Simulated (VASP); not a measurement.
Write the native input for VASP 6.6.1 that does the following.

- Task: single point
- Functional: LDA
- Potentials or basis: VASP PAW LDA potentials, release 64 (Al, As)
- Cutoff: 500 eV
- k mesh: 8 × 8 × 8
- Occupations: gaussian, width 0.01 eV
- Spin: no spin polarisation
- Dipole correction: no
- Further INCAR settings: ALGO = Normal; EDIFF = 1e-06; NBANDS = 11

The structure of AlAs lies in POSCAR:

```
AlAs
1.0
    2.7171237246      2.7171237246      0.0000000000
   -2.7171237246      2.7171237246      0.0000000000
    0.0000000000      2.7171237246      2.7171237246
Al As
1 1
Direct
    0.0000000000      0.0000000000      0.0000000000
    0.7500000000      0.2500000000      0.5000000000
```

The input as run:

INCAR

```
ALGO = Normal
EDIFF = 1E-6
ENCUT = 500
GGA_COMPAT = False
ISIF = 2
ISMEAR = 0
LASPH = True
LCHARG = True
LELF = True
LREAL = False
LVHAR = True
LWAVE = False
NBANDS = 11
NELM = 120
PREC = Accurate
SIGMA = 0.01
```

KPOINTS

```
k-points
0
Gamma
  8 8 8
```

Potentials or basis: VASP PAW LDA potentials, release 64 (Al, As).

Command:

```sh
$ cat potpaw_LDA.64/Al/POTCAR potpaw_LDA.64/As/POTCAR > POTCAR
$ mpirun -np 1 vasp_std > vasp.out
```

It gave:

```yaml
Pressure: 10.5 GPa
Band_gap_on_the_k_mesh: 1.11 eV, indirect (least direct gap 2.89 eV)
```

Wall time 17 s on 1 thread of Intel(R) Xeon(R) Platinum 8259CL CPU @ 2.50GHz (Skylake/Cascade Lake) (shared host), peak memory 0.14 GiB.
